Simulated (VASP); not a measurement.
Here is a VASP 6.6.1 calculation.

Contents of INCAR:

```
  PREC = Accurate
  ENCUT = 520
  EDIFF = 1E-6
  ISMEAR = 0
  SIGMA = 0.1
  LREAL = F
  LASPH = T
  NELM = 150
  ALGO = Normal
  ISIF = 2
  LWAVE = F
  LCHARG = F
  ISPIN = 2
  MAGMOM = 3 0 0 0 0
  LORBIT = 11
  LMAXMIX = 4
  GGA = PE
  NBANDS = 40
```

File KPOINTS:

```
regular mesh
0
Gamma
  6 6 4
```

POSCAR

```
CoSiGe3
1.0
    3.3789302676      0.0000000000      0.0000000000
    0.0000000000      3.3789302676      0.0000000000
    0.0000000000      0.0000000000      7.6450824214
Co Si Ge
1 1 3
Direct
    0.0000000000      0.0000000000      0.5000000000
    0.5000000000      0.5000000000      0.0000000000
    0.5000000000      0.5000000000      0.3319973171
    0.5000000000      0.5000000000      0.6680026829
    0.0000000000      0.0000000000      0.0000000000
```

Potentials or basis: VASP PAW PBE potentials, release 64 (Co, Si, Ge_d).

Launch:

```bash
$ cat potpaw_PBE.64/Co/POTCAR potpaw_PBE.64/Si/POTCAR potpaw_PBE.64/Ge_d/POTCAR > POTCAR
$ mpirun -np 1 vasp_std > vasp.out
```

(1) Predict the site moments.

(2) Estimate the net moment.

## Answers

(1) Co +0.70; Si +0.01; Ge -0.01, +0.02 (each value once) μB.

(2) 0.69 μB per cell.
